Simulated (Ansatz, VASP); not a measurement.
## Two plane-wave programs on SnO2

Contents of INCAR:

```
SYSTEM = SnO2
ALGO = Normal
EDIFF = 1E-6
ENCUT = 520
GGA = PE
ISIF = 2
ISMEAR = 0
IVDW = 12
LASPH = .True.
LCHARG = .False.
LREAL = .False.
LWAVE = .False.
NBANDS = 35
NELM = 60
PREC = Accurate
SIGMA = 0.05
```

Contents of KPOINTS:

```
k-points
0
Gamma
  12 12 4
  0 0 0
```

POSCAR

```
SnO2
1.0
    3.2112908149      0.0000000000      0.0000000000
   -1.6056454074      2.7810594246      0.0000000000
    0.0000000000      0.0000000000     10.3366770592
Sn O
2 4
Direct
   -0.1024997539     -0.0750350276      0.5000000000
    0.1024997539      0.0750350276      0.0000000000
    0.5628784609      0.2573550935      0.4018520904
    0.7704548724      0.4093115732      0.0981479096
    0.2295451276      0.5906884268      0.5981479096
    0.4371215391      0.7426449065      0.9018520904
```

Input for Ansatz:

```yaml
crystal:
  lattice:
    - [3.2112908149, 0.0, 0.0]
    - [-1.6056454074, 2.7810594246, 0.0]
    - [0.0, 0.0, 10.3366770592]
  atoms:
    - { symbol: Sn, position: [-0.1024997539, -0.0750350276, 0.5] }
    - { symbol: Sn, position: [0.1024997539, 0.0750350276, 0.0] }
    - { symbol: O, position: [0.5628784609, 0.2573550935, 0.4018520904] }
    - { symbol: O, position: [0.7704548724, 0.4093115732, 0.0981479096] }
    - { symbol: O, position: [0.2295451276, 0.5906884268, 0.5981479096] }
    - { symbol: O, position: [0.4371215391, 0.7426449065, 0.9018520904] }
basis:
  ecutwfc: 520.0
kpoints:
  mp_grid: { grid: [12, 12, 4] }
hamiltonian:
  xc: pbe
  pseudopotentials: { kind: paw, azcp: { folder: soft_1 } }
  dispersion: d3bj
scf:
  occupations: { method: gaussian, width: 0.05 }
output:
  forces: true
  stress: true
  eigenvalues: true
```

Change from the starting cell: mode 1 frozen in at -0.211 Å and mode 2 at -0.211 Å (largest displacements).

Alike in both runs: task single point; functional PBE; dispersion D3(BJ); k mesh 12 × 12 × 4; occupations gaussian, width 0.05 eV; no spin polarisation.

```csv
,VASP,Ansatz
version,VASP 6.6.1,Ansatz 0.2.0
potentials or method,"VASP PAW PBE potentials, release 64 (Sn_d, O), cutoff 520 eV","scalar-relativistic, plane waves, PAW"
valence electrons in the cell,52,52
```

|  | VASP | Ansatz | Ansatz less VASP |
| --- | --- | --- | --- |
| gap on the k mesh at the Fermi level (eV) | 2.10 | 2.12 | +0.023 |
| least direct gap on the mesh (eV) | 2.45 | 2.47 | +0.015 |
| pressure (GPa) | 0.5 | -0.1 | -0.58 |
| traceless stress, the component that is largest in VASP (GPa) | -0.67 | -0.32 | +0.347 |
| rms of the force components (eV/Å) | 0.039 | 0.020 | -0.0194 |

Atom by atom the forces differ by 0.027 eV/Å (rms over components).
